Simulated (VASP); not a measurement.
# HC12 in VASP: notebook, part 2 of 2

VASP 6.6.1. Earlier steps stand in the parts before.

## (4) Single point, PBE

INCAR reads:

```
SYSTEM = HC12
ALGO = Normal
DIPOL = 0.5 0.5 0.288
EDIFF = 1E-6
ENCUT = 520
GGA = PE
IDIPOL = 3
ISIF = 2
ISMEAR = 0
LASPH = .True.
LCHARG = .False.
LDIPOL = .True.
LREAL = Auto
LWAVE = .False.
NBANDS = 68
NELM = 60
PREC = Accurate
SIGMA = 0.05
```

KPOINTS reads:

```
k-points
0
Gamma
  5 5 1
  0 0 0
```

POSCAR reads:

```
HC12
1.0
    5.0509324483      0.0000000000      0.0000000000
    0.0000000000      5.0509324483      0.0000000000
    0.0000000000      0.0000000000     22.3754933530
C H
24 2
Direct
    0.0000000000      0.2500000000      0.1787670080
    0.0000000000      0.7500000000      0.1787670080
    0.5000000000      0.2500000000      0.1787670080
    0.5000000000      0.7500000000      0.1787670080
    0.0000000000      0.0000000000      0.2186716990
    0.0000000000      0.5000000000      0.2186716990
    0.5000000000      0.0000000000      0.2186716990
    0.5000000000      0.5000000000      0.2186716990
    0.2500000000      0.0000000000      0.2585763899
    0.2500000000      0.5000000000      0.2585763899
    0.7500000000      0.0000000000      0.2585763899
    0.7500000000      0.5000000000      0.2585763899
    0.2500000000      0.2500000000      0.2976014419
    0.2500000000      0.7500000000      0.2976014419
    0.7500000000      0.2500000000      0.2976014419
    0.7500000000      0.7500000000      0.2976014419
    0.0000000000      0.2500000000      0.3394883053
    0.0000000000      0.7500000000      0.3394883053
    0.5000000000      0.2500000000      0.3394883053
    0.5000000000      0.7500000000      0.3394883053
    0.0000000000      0.0000000000      0.3743154719
    0.0000000000      0.5000000000      0.3743154719
    0.5000000000      0.0000000000      0.3743154719
    0.5000000000      0.5000000000      0.3743154719
    0.8830908934      0.3750000000      0.4087281209
    1.1169091066      0.3750000000      0.4087281209
```

Potentials or basis: VASP PAW PBE potentials, release 64 (C, H).

Started as:

```console
cat potpaw_PBE.64/C/POTCAR potpaw_PBE.64/H/POTCAR > POTCAR
mpirun -np 1 vasp_std > vasp.out
```

OUTCAR:

```text
SYSTEM = HC12
   EDIFF = 1E-6
   ENCUT = 520
   GGA = PE
   ISIF = 2
   ISMEAR = 0
   LASPH = .True.
   LREAL = Auto
   NELM = 60
   PREC = Accurate

 ion  position               nearest neighbor table
   1  0.000  0.250  0.179-   5 1.55   6 1.55
   2  0.000  0.750  0.179-   5 1.55   6 1.55
   3  0.500  0.250  0.179-   7 1.55   8 1.55
   4  0.500  0.750  0.179-   7 1.55   8 1.55
   5  0.000  0.000  0.219-   9 1.55  11 1.55   1 1.55   2 1.55
   6  0.000  0.500  0.219-  10 1.55  12 1.55   1 1.55   2 1.55
   7  0.500  0.000  0.219-   9 1.55  11 1.55   3 1.55   4 1.55
   8  0.500  0.500  0.219-  10 1.55  12 1.55   3 1.55   4 1.55
   9  0.250  0.000  0.259-  13 1.54  14 1.54   5 1.55   7 1.55
  10  0.250  0.500  0.259-  13 1.54  14 1.54   6 1.55   8 1.55
[... 8 lines left out ...]
  19  0.500  0.250  0.339-  23 1.48  24 1.48  13 1.57  15 1.57
  20  0.500  0.750  0.339-  23 1.48  24 1.48  14 1.57  16 1.57
  21  0.000  0.000  0.374-  17 1.48  18 1.48
  22  0.000  0.500  0.374-  25 1.16  26 1.16  17 1.48  18 1.48
  23  0.500  0.000  0.374-  19 1.48  20 1.48
  24  0.500  0.500  0.374-  19 1.48  20 1.48
  25  0.883  0.375  0.409-  22 1.16
  26  0.117  0.375  0.409-  22 1.16

  LATTYP: Found a simple tetragonal cell.
 ALAT       =     5.0509324483
 C/A-ratio  =     4.4299727985

  Lattice vectors:

 A1 = (   5.0509324483,   0.0000000000,   0.0000000000)
 A2 = (   0.0000000000,   5.0509324483,   0.0000000000)
 A3 = (   0.0000000000,   0.0000000000,  22.3754933530)

Analysis of symmetry for initial positions (statically):
=====================================================================
 Subroutine PRICEL returns:
 Original cell was already a primitive cell.

 Routine SETGRP: Setting up the symmetry group for a
 simple tetragonal supercell.

 Subroutine GETGRP returns: Found  2 space group operations
 (whereof  2 operations were pure point group operations)
 out of a pool of 16 trial point group operations.

The static configuration has the point symmetry C_1h.

[... 175 lines left out ...]
 non-spin polarized calculation
 Gauss-broadening in eV      SIGMA  =   0.05
  energy-cutoff  :      520.00
  volume of cell :      570.84
 maximum number of plane-waves:     15407
 NGX is ok and might be reduce to    40
   NGX = 19   NGY = 19   NGZ = 83

 dipolmoment           0.000000      0.000000      0.005132 electrons x Angstroem

 number of electron      98.0000008 magnetization

 dipolmoment           0.000000      0.000000     -0.226016 electrons x Angstroem

 Free energy of the ion-electron system (eV)
  ---------------------------------------------------
  ext. energy  EPLUGINS =         0.00000000
  ---------------------------------------------------
  free energy    TOTEN  =      -199.05876654 eV

  energy without entropy =     -199.04857126  energy(sigma->0) =     -199.05366890

 E-fermi :  -2.6571     XC(G=0):  -4.2262

 val. band max:       -2.6623364506   @ k =   0.0000   0.4000   0.0000
 cond. band min:      -2.6521574186   @ k =   0.2000   0.0000   0.0000
 fundamental gap:      0.0101790320
 Fermi energy:        -2.6571039910

 k-point     1 :       0.0000    0.0000    0.0000
  band No.  band energies     occupation
      1     -23.5237      2.00000
      2     -21.0251      2.00000
      3     -19.4688      2.00000
      4     -19.3120      2.00000
      5     -19.2421      2.00000
      6     -19.1403      2.00000
[... 565 lines left out ...]
     60       4.3261      0.00000
     61       4.7141      0.00000
 [bands above 61 left out]

------------------------ aborting loop because EDIFF is reached ----------------------------------------

 vacuum level on the upper side and lower side of the slab       (xc-potential included)        -0.919         0.643

  FORCE on cell =-STRESS in cart. coord.  units (eV):
  Direction    XX          YY          ZZ          XY          YZ          ZX
  --------------------------------------------------------------------------------------
  -------------------------------------------------------------------------------------
  Total      -17.7755538     -5.6516287     -1.1082134      0.0000000      5.1273777      0.0000000
  in kB      -49.8905146    -15.8623842     -3.1104144      0.0000000     14.3909727      0.0000000
  external PRESSURE =     -22.9544377 kB  Pullay stress =       0.0000000 kB

 VOLUME and BASIS-vectors are now :
 -----------------------------------------------------------------------------
  energy-cutoff  :      520.00
  volume of cell :      570.84
      direct lattice vectors                 reciprocal lattice vectors
     5.050932448  0.000000000  0.000000000     0.197983246  0.000000000  0.000000000
     0.000000000  5.050932448  0.000000000     0.000000000  0.197983246  0.000000000
     0.000000000  0.000000000 22.375493353     0.000000000  0.000000000  0.044691752

 POSITION                                       TOTAL-FORCE (eV/Angst)
 -----------------------------------------------------------------------------------
      0.00000      1.26273      4.00000         0.000000      0.016281      2.140153
      0.00000      3.78820      4.00000         0.000000     -0.025284      2.126443
      2.52547      1.26273      4.00000         0.000000      0.055112      2.233138
      2.52547      3.78820      4.00000         0.000000     -0.065069      2.230469
      0.00000      0.00000      4.89289         0.000000      0.014724     -2.517505
      0.00000      2.52547      4.89289         0.000000      0.011792     -2.482560
[... 18 lines left out ...]
      4.46043      1.89410      9.14549        -2.208918      2.382758      0.738842
      0.59050      1.89410      9.14549         2.208918      2.382758      0.738842
 -----------------------------------------------------------------------------------
    total drift:                               -0.000000      0.000146      0.044625

  FREE ENERGIE OF THE ION-ELECTRON SYSTEM (eV)
  ---------------------------------------------------
  free  energy   TOTEN  =      -199.0587665435 eV

  energy  without entropy=     -199.0485712620  energy(sigma->0) =     -199.05366890

 vacuum level on the upper side and lower side of the slab         3.126         4.724
```

OSZICAR:

```text
N       E                     dE             d eps       ncg     rms          rms(c)
DAV:   1     0.799006177717E+03    0.79901E+03   -0.41493E+04  1224   0.119E+03
DAV:   2    -0.933488610266E+02   -0.89236E+03   -0.85011E+03  1804   0.287E+02
DAV:   3    -0.202469061243E+03   -0.10912E+03   -0.10733E+03  1488   0.103E+02
[... 21 lines left out ...]
DAV:  25    -0.199058756020E+03   -0.77919E-05   -0.22254E-07   900   0.145E-03    0.647E-04
DAV:  26    -0.199058760813E+03   -0.47937E-05   -0.10751E-07   880   0.894E-04    0.582E-04
DAV:  27    -0.199058763794E+03   -0.29808E-05   -0.82637E-08   908   0.685E-04    0.157E-04
DAV:  28    -0.199058765725E+03   -0.19308E-05   -0.49383E-08   900   0.466E-04    0.101E-04
DAV:  29    -0.199058766543E+03   -0.81845E-06   -0.26746E-08   912   0.324E-04
   1 F= -.19905877E+03 E0= -.19905367E+03  d E =-.101953E-01
```

Wall time 9.9 min (1 thread of Intel Xeon 6975P-C (Granite Rapids), shared host); peak memory 0.65 GiB.

What came out:

| Item | Value |
| --- | --- |
| Free energy | -199.0588 eV |
| Largest force | 4.446 eV/Å |
| Band gap on the k mesh | zero (bands 49 and 50 overlap by 0.23 eV) |

Forces in eV/Å, atoms in the order of the input:
```
C    0.000  0.016  2.140
C    0.000 -0.025  2.126
C    0.000  0.055  2.233
C    0.000 -0.065  2.230
C    0.000  0.015 -2.518
C    0.000  0.012 -2.483
C    0.000 -0.066 -2.519
C    0.000  0.012 -2.630
C    0.219  0.033  0.120
C    0.151 -0.050  0.244
C   -0.219  0.033  0.120
C   -0.151 -0.050  0.244
C   -0.380 -0.129 -0.118
C   -0.268 -0.222  0.175
C    0.380 -0.129 -0.118
C    0.268 -0.222  0.175
C    0.000 -1.208 -3.920
C    0.000  1.143  0.185
C    0.000  0.058  0.024
C    0.000  0.027  0.122
C    0.000  0.380  0.701
C    0.000 -4.079  1.768
C    0.000  0.147  0.074
C    0.000 -0.453  0.146
H   -2.209  2.383  0.739
H    2.209  2.383  0.739
```

## (5) Single point, PBE

INCAR reads:

```
SYSTEM = HC12
PREC = Accurate
ENCUT = 520
EDIFF = 1E-7
ISMEAR = 0
SIGMA = 0.05
LREAL = Auto
LASPH = .True.
NELM = 60
ALGO = Normal
ISIF = 2
LWAVE = .False.
LCHARG = .True.
LDIPOL = .True.
IDIPOL = 3
DIPOL = 0.5 0.5 0.290
GGA = PE
LELF = .True.
LVHAR = .True.
LVACPOTAV = .True.
NBANDS = 68
```

KPOINTS reads:

```
Automatic mesh
0
Gamma
  5 5 1
  0 0 0
```

POSCAR, as its differences from that of step 4:

```diff
@@ -32,3 +32,3 @@
     0.5000000000      0.5000000000      0.3743154719
-    0.8830908934      0.3750000000      0.4087281209
-    1.1169091066      0.3750000000      0.4087281209
+    0.8830908934      0.3750000000      0.4373308422
+    1.1169091066      0.3750000000      0.4373308422
```

Potentials or basis: VASP PAW PBE potentials, release 64 (C, H).

Started as:

```console
cat potpaw_PBE.64/C/POTCAR potpaw_PBE.64/H/POTCAR > POTCAR
mpirun -np 1 vasp_std > vasp.out
```

OUTCAR:

```text
SYSTEM = HC12
   PREC = Accurate
   ENCUT = 520
   EDIFF = 1E-7
   ISMEAR = 0
   LREAL = Auto
   LASPH = .True.
   NELM = 60
   ISIF = 2
   GGA = PE

 ion  position               nearest neighbor table
   1  0.000  0.250  0.179-   5 1.55   6 1.55
   2  0.000  0.750  0.179-   5 1.55   6 1.55
   3  0.500  0.250  0.179-   7 1.55   8 1.55
   4  0.500  0.750  0.179-   7 1.55   8 1.55
   5  0.000  0.000  0.219-   9 1.55  11 1.55   1 1.55   2 1.55
   6  0.000  0.500  0.219-  10 1.55  12 1.55   1 1.55   2 1.55
   7  0.500  0.000  0.219-   9 1.55  11 1.55   3 1.55   4 1.55
   8  0.500  0.500  0.219-  10 1.55  12 1.55   3 1.55   4 1.55
   9  0.250  0.000  0.259-  13 1.54  14 1.54   5 1.55   7 1.55
  10  0.250  0.500  0.259-  13 1.54  14 1.54   6 1.55   8 1.55
[... 8 lines left out ...]
  19  0.500  0.250  0.339-  23 1.48  24 1.48  13 1.57  15 1.57
  20  0.500  0.750  0.339-  23 1.48  24 1.48  14 1.57  16 1.57
  21  0.000  0.000  0.374-  17 1.48  18 1.48
  22  0.000  0.500  0.374-  17 1.48  18 1.48
  23  0.500  0.000  0.374-  19 1.48  20 1.48
  24  0.500  0.500  0.374-  19 1.48  20 1.48
  25  0.883  0.375  0.437-
  26  0.117  0.375  0.437-
[... 230 lines left out ...]
  band No.  band energies     occupation
      1     -23.3200      2.00000
      2     -20.6854      2.00000
      3     -19.1649      2.00000
      4     -19.1316      2.00000
      5     -18.9868      2.00000
      6     -18.9276      2.00000
[... 565 lines left out ...]
     60       4.2196      0.00000
     61       4.6212      0.00000
 [bands above 61 left out]

------------------------ aborting loop because EDIFF is reached ----------------------------------------

  FORCE on cell =-STRESS in cart. coord.  units (eV):
  Direction    XX          YY          ZZ          XY          YZ          ZX
  --------------------------------------------------------------------------------------
  -------------------------------------------------------------------------------------
  Total      -24.1684694     -5.4057527     -9.5058247      0.0000000      2.8918303      0.0000000
  in kB      -67.8334630    -15.1722858    -26.6799275      0.0000000      8.1164785      0.0000000
  external PRESSURE =     -36.5618921 kB  Pullay stress =       0.0000000 kB

 VOLUME and BASIS-vectors are now :
 -----------------------------------------------------------------------------
  energy-cutoff  :      520.00
  volume of cell :      570.84
      direct lattice vectors                 reciprocal lattice vectors
     5.050932448  0.000000000  0.000000000     0.197983246  0.000000000  0.000000000
     0.000000000  5.050932448  0.000000000     0.000000000  0.197983246  0.000000000
     0.000000000  0.000000000 22.375493353     0.000000000  0.000000000  0.044691752

 POSITION                                       TOTAL-FORCE (eV/Angst)
 -----------------------------------------------------------------------------------
      0.00000      1.26273      4.00000         0.000000      0.021041      2.113956
      0.00000      3.78820      4.00000         0.000000     -0.025170      2.113557
      2.52547      1.26273      4.00000         0.000000      0.056298      2.118187
      2.52547      3.78820      4.00000         0.000000     -0.058589      2.081465
      0.00000      0.00000      4.89289         0.000000      0.002830     -2.592906
      0.00000      2.52547      4.89289         0.000000      0.005467     -2.559383
[... 18 lines left out ...]
      4.46043      1.89410      9.78549         1.218919      0.973485     -1.609936
      0.59050      1.89410      9.78549        -1.218919      0.973485     -1.609936
 -----------------------------------------------------------------------------------
    total drift:                                0.000000      0.000092      0.044402

  FREE ENERGIE OF THE ION-ELECTRON SYSTEM (eV)
  ---------------------------------------------------
  free  energy   TOTEN  =      -197.5276398738 eV

  energy  without entropy=     -197.5165081282  energy(sigma->0) =     -197.52207400

 vacuum level on the upper side and lower side of the slab         2.784         5.138
```

stdout:

```text
POSCAR found type information on POSCAR C H
 POSCAR found :  2 types and      26 ions
 scaLAPACK will be used
 LDA part: xc-table for (Slater+PW92), standard interpolation
 POSCAR, INCAR and KPOINTS ok, starting setup
 FFT: planning ... GRIDC
 FFT: planning ... GRID_SOFT
 FFT: planning ... GRID
 WAVECAR not read
 entering main loop
 -----------------------------------------------------------------------------
|                                                                             |
|           W    W    AA    RRRRR   N    N  II  N    N   GGGG   !!!           |
|           W    W   A  A   R    R  NN   N  II  NN   N  G    G  !!!           |
|           W    W  A    A  R    R  N N  N  II  N N  N  G       !!!           |
|           W WW W  AAAAAA  RRRRR   N  N N  II  N  N N  G  GGG   !            |
|           WW  WW  A    A  R   R   N   NN  II  N   NN  G    G                |
|           W    W  A    A  R    R  N    N  II  N    N   GGGG   !!!           |
|                                                                             |
|     Did not find any points to average over, which means that no vacuum     |
|     field-free region was found. Please increase the size of  your cell     |
|     in the dimension of the dipole correction to obtain accurate            |
|     workfunction values.                                                    |
|                                                                             |
 -----------------------------------------------------------------------------
```

Run time: 11 min. Hardware: 1 thread of Intel Xeon 6975P-C (Granite Rapids), shared host; peak memory 0.65 GiB.

What came out:

```yaml
Free_energy: -197.5276 eV
Largest_force: 3.427 eV/Å
Band_gap_on_the_k_mesh: zero (bands 49 and 50 overlap by 0.30 eV)
```

Forces on the atoms (eV/Å):
```
C    0.000  0.021  2.114
C    0.000 -0.025  2.114
C    0.000  0.056  2.118
C    0.000 -0.059  2.081
C    0.000  0.003 -2.593
C    0.000  0.005 -2.559
C    0.000 -0.078 -2.385
C    0.000  0.043 -2.500
C    0.067  0.061  0.168
C    0.211 -0.036  0.223
C   -0.067  0.061  0.168
C   -0.211 -0.036  0.223
C   -0.099  0.087  0.046
C    0.005 -0.268  0.170
C    0.099  0.087  0.046
C   -0.005 -0.268  0.170
C    0.000 -0.507 -0.410
C    0.000  1.085  0.645
C    0.000 -0.024 -0.036
C    0.000  0.052  0.056
C    0.000  0.597  0.802
C    0.000 -2.637  2.189
C    0.000  0.209  0.040
C    0.000 -0.376  0.332
H    1.219  0.973 -1.610
H   -1.219  0.973 -1.610
```

## (6) Single point, PBE

INCAR reads:

```
SYSTEM = HC12
PREC = Accurate ; ENCUT = 520
EDIFF = 1E-6 ; ISMEAR = 0
SIGMA = 0.05 ; LREAL = Auto
LASPH = .True. ; NELM = 80
ALGO = Normal ; ISIF = 2
LWAVE = .False. ; LCHARG = .False.
LDIPOL = .True. ; IDIPOL = 3
DIPOL = 0.5 0.5 0.292 ; GGA = PE
NBANDS = 68
```

KPOINTS reads:

```
regular mesh
0
Gamma
  5 5 1
  0 0 0
```

POSCAR, as its differences from that of step 5:

```diff
@@ -32,3 +32,3 @@
     0.5000000000      0.5000000000      0.3743154719
-    0.8830908934      0.3750000000      0.4373308422
-    1.1169091066      0.3750000000      0.4373308422
+    0.8830908934      0.3750000000      0.4659335635
+    1.1169091066      0.3750000000      0.4659335635
```

Potentials or basis: VASP PAW PBE potentials, release 64 (C, H).

Started as:

```console
cat potpaw_PBE.64/C/POTCAR potpaw_PBE.64/H/POTCAR > POTCAR
mpirun -np 1 vasp_std > vasp.out
```

Wall time 9.1 min (1 thread of Intel Xeon 6975P-C (Granite Rapids), shared host); peak memory 0.66 GiB.

It converged, with:

- Free energy: -196.4539 eV
- Largest force: 3.913 eV/Å
- Band gap on the k mesh: zero (bands 49 and 50 overlap by 0.20 eV)

Forces in eV/Å, atoms in the order of the input:
```
C    0.000  0.014  2.164
C    0.000 -0.015  2.173
C    0.000  0.026  2.108
C    0.000 -0.025  2.098
C    0.000  0.005 -2.624
C    0.000 -0.004 -2.605
C    0.000 -0.026 -2.416
C    0.000  0.018 -2.463
C    0.049  0.017  0.308
C    0.131 -0.010  0.308
C   -0.049  0.017  0.308
C   -0.131 -0.010  0.308
C    0.188  0.055  0.052
C    0.135 -0.076  0.084
C   -0.188  0.055  0.052
C   -0.135 -0.076  0.084
C    0.000 -0.168  0.536
C    0.000  0.277  0.387
C    0.000  0.014 -0.248
C    0.000 -0.017  0.038
C    0.000  0.034  0.088
C    0.000 -0.132 -0.369
C    0.000  0.153 -0.056
C    0.000 -0.143  0.124
H    3.907  0.009 -0.218
H   -3.907  0.009 -0.218
```

Levels at points of the mesh, in eV from the Fermi level:
| k point | band 47 | band 48 | band 49 | band 50 | band 51 | band 52 |
| --- | --- | --- | --- | --- | --- | --- |
| (0.00, 0.00, 0.00) | -0.68 | -0.40 | -0.21 | -0.11 | 0.03 | 0.47 |

## (7) The runs side by side

| cell | gap on the mesh (eV) | largest force (eV/Å) |
| --- | --- | --- |
| as given, atomic positions A | none | 2.96 |
| as given, atomic positions B | none | 2.62 |
| as given, atomic positions C | none | 4.45 |
| as given, atomic positions D | none | 3.43 |
| as given, atomic positions E | none | 3.91 |

Alike in all rows: task single point; level PBE; potentials or basis VASP PAW PBE potentials, release 64 (C, H); no spin polarisation; k mesh 5 × 5 × 1; cutoff (eV) 520; smearing gaussian 0.05 eV.

Total energies depend on the potentials used, so only differences within one code and one set of settings carry meaning.

The gap in the log of VASP goes by the Fermi energy; the results here count the filled bands.